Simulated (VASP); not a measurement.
Write the native input for VASP 6.6.1 that does the following.

* Task: relaxation of cell and atoms
* Functional: RPBE
* Dispersion: D3(BJ)
* Potentials or basis: VASP PAW PBE potentials, release 64 (Sb)
* Cutoff: 600 eV
* k mesh: 8 × 8 × 8
* Occupations: fermi-dirac, width 0.05 eV
* Spin: no spin polarisation
* Dipole correction: no
* Further INCAR settings: ALGO = Normal; EDIFF = 1e-07; IBRION = 2; EDIFFG = -0.02; NSW = 80; ISIF = 3

The structure of Sb lies in POSCAR:

```
Sb
1.0
    2.1542000000      1.2437279499      3.7580000000
   -2.1542000000      1.2437279499      3.7580000000
    0.0000000000     -2.4874558998      3.7580000000
Sb
2
Direct
    0.7665100000      0.7665100000      0.7665100000
    0.2334900000      0.2334900000      0.2334900000
```

The input as run:

INCAR

```
SYSTEM = Sb
PREC = Accurate ; ENCUT = 600
EDIFF = 1E-7 ; ISMEAR = -1
SIGMA = 0.05 ; LREAL = .False.
LASPH = .True. ; NELM = 60
ALGO = Normal ; ISIF = 3
LWAVE = .False. ; LCHARG = .False.
GGA = RP ; IVDW = 12
IBRION = 2 ; NSW = 80
EDIFFG = -0.02
```

KPOINTS

```
Automatic mesh
0
Gamma
  8 8 8
  0 0 0
```

Potentials or basis: VASP PAW PBE potentials, release 64 (Sb).

Command:

```bash
$ cat potpaw_PBE.64/Sb/POTCAR > POTCAR
$ mpirun -np 1 vasp_std > vasp.out
```

Results of the run:

```
Relaxed volume                        : 23.16 Å³/atom
Relaxed cell                          : a = 4.155 Å, b = 4.155 Å, c = 4.155 Å, α = 56.26°, β = 56.26°, γ = 56.26°
Space group after relaxing (to 0.1 Å) : R-3m (No. 166)
Energy gained by relaxing             : 415.9 meV/atom
Ionic steps                           : 23
Pressure after relaxing               : 0.0 GPa
Band gap on the k mesh                : zero (bands 5 and 6 overlap by 1.47 eV)
Dispersion energy per atom            : -3.025 eV
```

Caveat: the volume moved by over 15 % at a fixed basis, so the end points are rough; the PAW data sets were made with another functional, which shifts forces and pressure a little; spin-orbit coupling is left out, which moves the levels of the heavy elements.

Wall time 10 min on 1 thread of Intel Xeon 8259CL, on a shared host, peak memory 0.25 GiB.
